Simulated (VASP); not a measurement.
Here is a VASP 6.6.1 calculation.

POSCAR

```
InCu2
1.0
    4.2942987480      0.0000000000      0.0000000000
   -2.1471493740      3.7189718072      0.0000000000
    0.0000000000      0.0000000000      5.2328000000
In Cu
2 4
Direct
    0.3333333333      0.6666666667      0.7500000000
    0.6666666667      0.3333333333      0.2500000000
    0.3333333333      0.6666666667      0.2500000000
    0.6666666667      0.3333333333      0.7500000000
    0.0000000000      0.0000000000      0.0000000000
    0.0000000000      0.0000000000      0.5000000000
```

INCAR.step1

```
SYSTEM = InCu2
ALGO = Normal ; EDIFF = 1E-4
ENCUT = 600 ; GGA = PE
ISMEAR = 0 ; LASPH = .True.
LCHARG = .False. ; LREAL = .False.
LWAVE = .True. ; NELM = 100
PREC = Accurate ; SIGMA = 0.1
```

The input INCAR.step2:

```
SYSTEM = InCu2
ALGO = Normal ; EDIFF = 1E-6
EDIFFG = -0.04 ; ENCUT = 600
IBRION = 2 ; ISIF = 3
ISMEAR = 0 ; ISTART = 1
LASPH = .True. ; LCHARG = .False.
LMIXTAU = .True. ; LREAL = .False.
LWAVE = .False. ; METAGGA = R2SCAN
NELM = 100 ; NSW = 90
PREC = Accurate ; SIGMA = 0.1
```

Contents of KPOINTS:

```
k-points
0
Gamma
  6 6 4
  0 0 0
```

Potentials or basis: VASP PAW PBE potentials, release 64 (In_d, Cu).

Command:

```bash
$ cat potpaw_PBE.64/In_d/POTCAR potpaw_PBE.64/Cu/POTCAR > POTCAR
$ cp INCAR.step1 INCAR
$ mpirun -np 1 vasp_std > vasp.out
$ cp INCAR.step2 INCAR
$ mpirun -np 1 vasp_std > vasp.out
```

Q: Estimate the relaxed cell.

A: a = 4.429 Å, b = 4.429 Å, c = 5.273 Å, α = 90.00°, β = 90.00°, γ = 120.00°.

Q: What does it give for the relaxed volume?

A: 14.93 Å³/atom.

Q: What does it give for the space group after relaxing (to 0.1 Å)?

A: P6_3/mmc (No. 194).

Final structure:
```
In Cu
1.0
     4.42932    0.00000    0.00000
    -2.21466    3.83590    0.00000
     0.00000    0.00000    5.27303
In Cu
2 4
Direct
  0.33333 0.66667 0.75000
  0.66667 0.33333 0.25000
  0.33333 0.66667 0.25000
  0.66667 0.33333 0.75000
  0.00000 0.00000 0.00000
  0.00000 0.00000 0.50000
```

Caveat: the PAW data sets were made with another functional, which shifts forces and pressure a little. Zero-point motion and thermal expansion aren't in these numbers.
